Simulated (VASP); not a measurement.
A run of VASP 6.6.1 is set up as follows.

INCAR

```
  PREC = Accurate
  ENCUT = 520
  EDIFF = 1E-7
  ISMEAR = 0
  SIGMA = 0.1
  LREAL = False
  LASPH = True
  NELM = 60
  ALGO = Normal
  ISIF = 2
  LWAVE = False
  LCHARG = True
  GGA = PE
  LELF = True
  LVHAR = True
  NBANDS = 23
```

Contents of KPOINTS:

```
regular mesh
0
Gamma
  10 10 10
```

Contents of POSCAR:

```
CdTe3
1.0
    4.8460512905      0.0000000000      0.0000000000
    0.0000000000      4.8460512905      0.0000000000
    0.0000000000      0.0000000000      4.8460512905
Cd Te
1 3
Direct
    0.0000000000      0.0000000000      0.0000000000
    0.0000000000      0.5000000000      0.5000000000
    0.5000000000      0.0000000000      0.5000000000
    0.5000000000      0.5000000000      0.0000000000
```

Potentials or basis: VASP PAW PBE potentials, release 64 (Cd, Te).

Launch:

```sh
$ cat potpaw_PBE.64/Cd/POTCAR potpaw_PBE.64/Te/POTCAR > POTCAR
$ mpirun -np 1 vasp_std > vasp.out
```

Q: Estimate the pressure.

A: 0.0 GPa.

Q: What does it give for the band gap on the k mesh?

A: Zero (band 15 reaches 7.83 eV, above the bottom of band 16 at 6.09 eV).

Caveat: spin-orbit coupling is left out, which moves the levels of the heavy elements.
